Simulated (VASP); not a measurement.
# LiAg4 (Pm-3m) in VASP: relaxation of cell and atoms with PBE

Aim: the relaxation of cell and atoms of LiAg4 with PBE.

Everything below comes from runs of VASP 6.6.1. Logs are shortened: lines on timing, memory, paths and dates and some standing lists are left out, and cuts for length are marked.

### Step 1. The cell of the first run

Symmetry: Pm-3m, No. 221, cubic system. The conventional cell has a = 5.155 Å, b = 5.155 Å, c = 5.155 Å, α = 90.00°, β = 90.00°, γ = 90.00°. Li (site symmetry m-3m) has 20 Ag at 3.65 to 4.46 Å within 4.8 Å. Within 3.4 Å of Ag (site symmetry 4/mmm) lie 2 Ag at 2.58 Å. Within 3.4 Å of Ag (site symmetry m-3m) lie 6 Ag at 2.58 Å.

### Step 2. Relaxation of cell and atoms, PBE

INCAR reads:

```
PREC = Accurate
ENCUT = 600
EDIFF = 1E-6
ISMEAR = 0
SIGMA = 0.1
LREAL = False
LASPH = True
NELM = 100
ALGO = Normal
ISIF = 3
LWAVE = False
LCHARG = False
GGA = PE
IBRION = 2
NSW = 100
EDIFFG = -0.01
```

KPOINTS reads:

```
regular mesh
0
Gamma
  8 8 8
```

POSCAR reads:

```
LiAg4
1.0
    5.1553417888      0.0000000000      0.0000000000
    0.0000000000      5.1553417888      0.0000000000
    0.0000000000      0.0000000000      5.1553417888
Li Ag
1 4
Direct
    0.0000000000      0.0000000000      0.0000000000
    0.0000000000      0.5000000000      0.5000000000
    0.5000000000      0.0000000000      0.5000000000
    0.5000000000      0.5000000000      0.0000000000
    0.5000000000      0.5000000000      0.5000000000
```

Potentials or basis: VASP PAW PBE potentials, release 64 (Li_sv, Ag).

Run with:

```bash
> cat potpaw_PBE.64/Li_sv/POTCAR potpaw_PBE.64/Ag/POTCAR > POTCAR
> mpirun -np 1 vasp_std > vasp.out
```

OUTCAR:

```text
PREC = Accurate
   ENCUT = 600
   EDIFF = 1E-6
   ISMEAR = 0
   LREAL = False
   LASPH = True
   NELM = 100
   ISIF = 3
   GGA = PE
   IBRION = 2
   NSW = 100
   EDIFFG = -0.01

 ion  position               nearest neighbor table
   1  0.000  0.000  0.000-
   2  0.000  0.500  0.500-   5 2.58   5 2.58
   3  0.500  0.000  0.500-   5 2.58   5 2.58
   4  0.500  0.500  0.000-   5 2.58   5 2.58
   5  0.500  0.500  0.500-   2 2.58   3 2.58   4 2.58   4 2.58   3 2.58   2 2.58

  LATTYP: Found a simple cubic cell.
 ALAT       =     5.1553417888

  Lattice vectors:

 A1 = (   5.1553417888,   0.0000000000,   0.0000000000)
 A2 = (   0.0000000000,   5.1553417888,   0.0000000000)
 A3 = (   0.0000000000,   0.0000000000,   5.1553417888)

Analysis of symmetry for initial positions (statically):
=====================================================================
 Subroutine PRICEL returns:
 Original cell was already a primitive cell.

 Routine SETGRP: Setting up the symmetry group for a
 simple cubic supercell.

 Subroutine GETGRP returns: Found 48 space group operations
 (whereof 48 operations were pure point group operations)
 out of a pool of 48 trial point group operations.

The static configuration has the point symmetry O_h .

Analysis of symmetry for dynamics (positions and initial velocities):
=====================================================================
 Subroutine PRICEL returns:
 Original cell was already a primitive cell.

 Routine SETGRP: Setting up the symmetry group for a
 simple cubic supercell.

 Subroutine GETGRP returns: Found 48 space group operations
 (whereof 48 operations were pure point group operations)
 out of a pool of 48 trial point group operations.

The dynamic configuration has the point symmetry O_h .

 Subroutine INISYM returns: Found 48 space group operations
 (whereof 48 operations are pure point group operations),
 and found     1 'primitive' translations

----------------------------------------------------------------------------------------

                                     Primitive cell

  volume of cell :     137.0163

  direct lattice vectors                    reciprocal lattice vectors
     5.155341789  0.000000000  0.000000000     0.193973560  0.000000000  0.000000000
     0.000000000  5.155341789  0.000000000     0.000000000  0.193973560  0.000000000
     0.000000000  0.000000000  5.155341789     0.000000000  0.000000000  0.193973560

  length of vectors
     5.155341789  5.155341789  5.155341789     0.193973560  0.193973560  0.193973560

  position of ions in fractional coordinates (direct lattice)
     0.000000000  0.000000000  0.000000000
     0.000000000  0.500000000  0.500000000
     0.500000000  0.000000000  0.500000000
     0.500000000  0.500000000  0.000000000
     0.500000000  0.500000000  0.500000000

  ion indices of the primitive-cell ions
   primitive index   ion index
                 1           1
                 2           2
                 3           3
                 4           4
                 5           5

----------------------------------------------------------------------------------------

 KPOINTS: regular mesh

Automatic generation of k-mesh.
 Grid dimensions read from file:
 generate k-points for:    8    8    8

 Generating k-lattice:

  Cartesian coordinates                     Fractional coordinates (reciprocal lattice)
     0.024246695  0.000000000  0.000000000     0.125000000  0.000000000  0.000000000
     0.000000000  0.024246695  0.000000000     0.000000000  0.125000000  0.000000000
     0.000000000  0.000000000  0.024246695     0.000000000  0.000000000  0.125000000

  Length of vectors
     0.024246695  0.024246695  0.024246695

  Shift w.r.t. Gamma in fractional coordinates (k-lattice)
     0.000000000  0.000000000  0.000000000

 Subroutine IBZKPT returns following result:
 ===========================================

 Found     35 irreducible k-points:

 Following reciprocal coordinates:
            Coordinates               Weight
  0.000000  0.000000  0.000000      1.000000
  0.125000  0.000000  0.000000      6.000000
  0.250000  0.000000  0.000000      6.000000
  0.375000  0.000000  0.000000      6.000000
  0.500000  0.000000  0.000000      3.000000
  0.125000  0.125000  0.000000     12.000000
[... 16 lines left out ...]
  0.375000  0.375000  0.125000     24.000000
  0.500000  0.375000  0.125000     24.000000
 [... further k-points ...]
   k-points           NKPTS =     35   k-points in BZ     NKDIM =     35   number of bands    NBANDS=     28
   number of dos      NEDOS =    301   number of ions     NIONS =      5
   total plane-waves  NPLWV =  74088
   dimension x,y,z NGX =    42 NGY =   42 NGZ =   42
   dimension x,y,z NGXF=    84 NGYF=   84 NGZF=   84
   ions per type =               1   4
   NGX,Y,Z   is equivalent  to a cutoff of  13.54, 13.54, 13.54 a.u.
   NGXF,Y,Z  is equivalent  to a cutoff of  27.09, 27.09, 27.09 a.u.
 SYSTEM =  unknown system
   PREC   = accura    normal or accurate (medium, high low for compatibility)
   ISTART =      0    job   : 0-new  1-cont  2-samecut
   ICHARG =      2    charge: 1-file 2-atom 10-const
   ISPIN  =      1    spin polarized calculation?
   LNONCOLLINEAR =      F non collinear calculations
   LSORBIT =      F    spin-orbit coupling
   LASPH  =      T    aspherical Exc in radial PAW
   ENCUT  =  600.0 eV  44.10 Ry    6.64 a.u.  10.30 10.30 10.30*2*pi/ulx,y,z
   NELM   =    100;   NELMIN=  2; NELMDL= -5     # of ELM steps
   EDIFF  = 0.1E-05   stopping-criterion for ELM
   LREAL  =      F    real-space projection
   EDIFFG = -.1E-01   stopping-criterion for IOM
   NSW    =    100    number of steps for IOM
   IBRION =      2    ionic relax: 0-MD 1-quasi-New 2-CG
   NFREE  =      1    steps in history (QN), initial steepest desc. (CG)
   ISIF   =      3    stress and relaxation
   ISYM   =      2    0-nonsym 1-usesym 2-fastsym
   POTIM  = 0.5000    time-step for ionic-motion
   TEBEG  =    0.0;   TEEND  =   0.0 temperature during run
   PSTRESS=    0.0 pullay stress
   NELECT =      47.0000    total number of electrons
   NUPDOWN=      -1.0000    fix difference up-down
   EMIN   =  10.00;   EMAX   =-10.00  energy-range for DOS
   EFERMI =   0.00;   METHOD = LEGACY
   ISMEAR =     0;   SIGMA  =   0.10  broadening in eV -4-tet -1-fermi 0-gaus
   EFERMI_NEDOS =   21; number of points for ismear=-14 and -15
   IALGO  =     38    algorithm
   IMIX   =      4    mixing-type and parameters
     AMIX     =   0.40;   BMIX     =  1.00
     AMIX_MAG =   1.60;   BMIX_MAG =  1.00
  volume/ion in A,a.u.               =      27.40       184.93
  Fermi-wavevector in a.u.,A,eV,Ry     =   1.145997  2.165620 17.868642  1.313308
  Thomas-Fermi vector in A             =   2.282683
   LORBIT       =      0    0 simple, 1 ext, 2 COOP (PROOUT), +10 PAW based schemes
   GGA     = PE    functional components
   LHFCALC =     F    Hartree Fock is set to
   AEXX    =    0.0000 exact exchange contribution
   IVDW    =     0    specifies the selected vdW correction
   LEPSILON=     F    determine dielectric tensor
   LRPA    =     F    only Hartree local field effects (RPA)
 conjugate gradient relaxation of ions
 non-spin polarized calculation
 Gauss-broadening in eV      SIGMA  =   0.10
  energy-cutoff  :      600.00
  volume of cell :      137.02
 maximum number of plane-waves:      4632
 NGX is ok and might be reduce to    42
   NGX = 21   NGY = 21   NGZ = 21

 number of electron      47.0000015 magnetization

 Free energy of the ion-electron system (eV)
  ---------------------------------------------------
  ext. energy  EPLUGINS =         0.00000000
  ---------------------------------------------------
  free energy    TOTEN  =       -10.43963573 eV

  energy without entropy =      -10.43156505  energy(sigma->0) =      -10.43560039

 E-fermi :   2.8523     XC(G=0):  -8.7019

 val. band max:        2.8105832472   @ k =   0.3750   0.2500   0.1250
 cond. band min:       2.8601569705   @ k =   0.5000   0.3750   0.3750
 fundamental gap:      0.0495737233
 Fermi energy:         2.8523350632

 k-point     1 :       0.0000    0.0000    0.0000
  band No.  band energies     occupation
      1     -45.0796      2.00000
      2      -3.1920      2.00000
      3      -3.1920      2.00000
      4      -3.0103      2.00000
      5      -2.6181      2.00000
      6      -2.6181      2.00000
[... 20 lines left out ...]
     27       5.7671      0.00000
     28       6.4516      0.00000

 k-point     2 :       0.1250    0.0000    0.0000
  band No.  band energies     occupation
      1     -45.0795      2.00000
      2      -3.1905      2.00000
      3      -3.1380      2.00000
      4      -2.9214      2.00000
      5      -2.6147      2.00000
      6      -2.5750      2.00000
[... 20 lines left out ...]
     27       6.1880      0.00000
     28       6.9322      0.00000

 k-point     3 :       0.2500    0.0000    0.0000
  band No.  band energies     occupation
      1     -45.0795      2.00000
      2      -3.1867      2.00000
      3      -3.0820      2.00000
      4      -2.6066      2.00000
      5      -2.5650      2.00000
      6      -2.4581      2.00000
[... 20 lines left out ...]
     27       6.3709      0.00000
     28       7.7217      0.00000

 k-point     4 :       0.3750    0.0000    0.0000
  band No.  band energies     occupation
      1     -45.0795      2.00000
      2      -3.1829      2.00000
      3      -3.0507      2.00000
      4      -2.5984      2.00000
      5      -2.3133      2.00000
      6      -2.3133      2.00000
[... 578 lines left out ...]
     27       5.8737      0.00000
     28       7.7350      0.00000

 k-point    23 :       0.3750    0.3750    0.1250
  band No.  band energies     occupation
      1     -45.0795      2.00000
      2      -2.9946      2.00000
      3      -2.2727      2.00000
      4      -2.2517      2.00000
      5      -2.2149      2.00000
      6      -1.9718      2.00000
[... 20 lines left out ...]
     27       6.6211      0.00000
     28       6.6671      0.00000

 k-point    24 :       0.5000    0.3750    0.1250
  band No.  band energies     occupation
      1     -45.0795      2.00000
      2      -2.9898      2.00000
      3      -2.2435      2.00000
      4      -2.1632      2.00000
      5      -2.1269      2.00000
      6      -1.8463      2.00000
[... 20 lines left out ...]
     27       6.2205      0.00000
     28       6.9198      0.00000

 [... further k-points ...]
[... 5 lines left out ...]
  --------------------------------------------------------------------------------------
  -------------------------------------------------------------------------------------
  Total       -0.0054825     -0.0054825     -0.0054825      0.0000000     -0.0000000      0.0000000
  in kB       -0.0641086     -0.0641086     -0.0641086      0.0000000     -0.0000000      0.0000000
  external PRESSURE =      -0.0641086 kB  Pullay stress =       0.0000000 kB

 VOLUME and BASIS-vectors are now :
 -----------------------------------------------------------------------------
  energy-cutoff  :      600.00
  volume of cell :      137.02
      direct lattice vectors                 reciprocal lattice vectors
     5.155341789  0.000000000  0.000000000     0.193973560  0.000000000  0.000000000
     0.000000000  5.155341789  0.000000000     0.000000000  0.193973560  0.000000000
     0.000000000  0.000000000  5.155341789     0.000000000  0.000000000  0.193973560

 POSITION                                       TOTAL-FORCE (eV/Angst)
 -----------------------------------------------------------------------------------
      0.00000      0.00000      0.00000         0.000000      0.000000      0.000000
      0.00000      2.57767      2.57767         0.000000      0.000000      0.000000
      2.57767      0.00000      2.57767         0.000000      0.000000      0.000000
      2.57767      2.57767      0.00000         0.000000      0.000000      0.000000
      2.57767      2.57767      2.57767         0.000000      0.000000      0.000000
 -----------------------------------------------------------------------------------
    total drift:                                0.000000     -0.000000      0.000000

  FREE ENERGIE OF THE ION-ELECTRON SYSTEM (eV)
  ---------------------------------------------------
  free  energy   TOTEN  =       -10.4396357302 eV

  energy  without entropy=      -10.4315650535  energy(sigma->0) =      -10.43560039

 reached required accuracy - stopping structural energy minimisation
```

Run time: 80 s. Hardware: 1 thread of Intel Xeon 6975P-C (Granite Rapids), shared host; peak memory 0.33 GiB.

Results:

| Item | Value |
| --- | --- |
| Free energy | -10.4396 eV |
| Pressure after relaxing | 0.0 GPa |

Final structure:
```yaml
crystal:
  lattice:
    - [5.15534, 0.00000, 0.00000]
    - [0.00000, 5.15534, 0.00000]
    - [0.00000, 0.00000, 5.15534]
  atoms:
    - { symbol: Li, position: [0.00000, 0.00000, 0.00000] }
    - { symbol: Ag, position: [0.00000, 0.50000, 0.50000] }
    - { symbol: Ag, position: [0.50000, 0.00000, 0.50000] }
    - { symbol: Ag, position: [0.50000, 0.50000, 0.00000] }
    - { symbol: Ag, position: [0.50000, 0.50000, 0.50000] }
```

Levels at points of the mesh, in eV from the Fermi level:
```
           k point  band 20  band 21  band 22  band 23  band 24  band 25  band 26  band 27  band 28
(0.00, 0.00, 0.00)    -2.74    -2.21    -2.21     0.93     0.93     0.93     2.91     2.91     3.60
(0.50, 0.00, 0.00)    -2.93    -2.74    -2.57    -2.23     2.33     2.33     3.53     3.74     3.74
(0.50, 0.50, 0.00)    -2.93    -2.93    -2.37    -1.36    -1.36     0.44     3.79     4.74     4.74
(0.50, 0.50, 0.50)    -3.28    -3.28    -2.14    -0.14    -0.14    -0.14     0.94     0.94     0.94
```

Caveat: the cutoff is under 1.25 times the usual one of these potentials, so pressure, stress and relaxed cells hold a basis-set (Pulay) error; the relaxation stopped at its first step, so nothing moved.
